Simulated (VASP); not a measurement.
Input of a VASP 6.6.1 run:

INCAR

```
SYSTEM = Si3C2
PREC = Accurate
ENCUT = 520
EDIFF = 1E-6
ISMEAR = 0
SIGMA = 0.1
LREAL = .FALSE.
LASPH = .TRUE.
NELM = 100
ALGO = Normal
ISIF = 2
LWAVE = .FALSE.
LCHARG = .TRUE.
GGA = PE
LELF = .TRUE.
LVHAR = .TRUE.
NBANDS = 31
```

Contents of KPOINTS:

```
regular mesh
0
G
  6 6 1
  0 0 0
```

File POSCAR:

```
Si3C2
1.0
    2.6702897000      0.0000000000      0.0000000000
   -1.3351448500      2.3125387100      0.0000000000
    0.0000000000      0.0000000000     23.0654654800
Si C
6 4
Direct
    0.3333333300      0.6666666700      0.7500000000
    0.3333333300      0.6666666700      0.9500000000
    0.3333333300      0.6666666700      0.1500000000
    0.6666666700      0.3333333300      0.8500000000
    0.6666666700      0.3333333300      0.0500000000
    0.6666666700      0.3333333300      0.2500000000
    0.3333333300      0.6666666700      0.3500000000
    0.3333333300      0.6666666700      0.5500000000
    0.6666666700      0.3333333300      0.4500000000
    0.6666666700      0.3333333300      0.6500000000
```

Potentials or basis: VASP PAW PBE potentials, release 64 (Si, C).

Run with:

```sh
$ cat potpaw_PBE.64/Si/POTCAR potpaw_PBE.64/C/POTCAR > POTCAR
$ mpirun -np 1 vasp_std > vasp.out
```

What does it give for the band gap on the k mesh?

Zero (band 20 reaches 10.15 eV, above the bottom of band 21 at 4.94 eV).

What does it give for the largest force?

1.192 eV/Å.

Estimate the pressure.

-11.5 GPa.

Stress tensor (GPa, compression positive):
```
-11.65   0.00   0.00
  0.00 -11.65   0.00
  0.00   0.00 -11.29
```

Caveat: the k points lie up to 0.45 Å⁻¹ apart; forces of over 1 eV/Å act on the atoms, so gaps and moduli don't describe the material at rest.
